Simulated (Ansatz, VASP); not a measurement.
AlGaN2 in VASP and in Ansatz

```xyz
4
Lattice="3.2351 0.0000 0.0000 0.0000 3.2351 0.0000 0.0000 0.0000 4.2911" Properties=species:S:1:pos:R:3 pbc="T T T"
Al    1.6176    1.6176    2.1456
Ga    0.0000    0.0000    0.0000
N     1.6176    0.0000    3.1680
N     0.0000    1.6176    1.1231
```

Change from the starting cell: strain +0.030 along x and y, -0.030 along z, atoms carried along.

Alike in both runs: task single point; functional r2SCAN; k mesh 8 × 8 × 6; occupations gaussian, width 0.05 eV; no spin polarisation.

```csv
,VASP,Ansatz
version,VASP 6.6.1,Ansatz 0.2.0
potentials or method,"VASP PAW PBE potentials, release 64 (Al, Ga_d, N_h), cutoff 910 eV","scalar-relativistic, plane waves, PAW"
valence electrons in the cell,26,26
```

|  | VASP | Ansatz | Ansatz less VASP |
| --- | --- | --- | --- |
| gap on the k mesh at the Fermi level (eV) | 3.18 | 3.17 | -0.009 |
| least direct gap on the mesh (eV) | 3.18 | 3.17 | -0.009 |
| rms of the force components (eV/Å) | 0.038 | 0.005 | -0.0334 |

VASP's potentials were made for PBE, not for r2SCAN. Atom by atom the forces differ by 0.033 eV/Å (rms over components). With one functional, cell and mesh, what is left measures potentials, basis and numerics.

Noted on VASP's run: the cutoff is short for stress, so the pressure is rough.
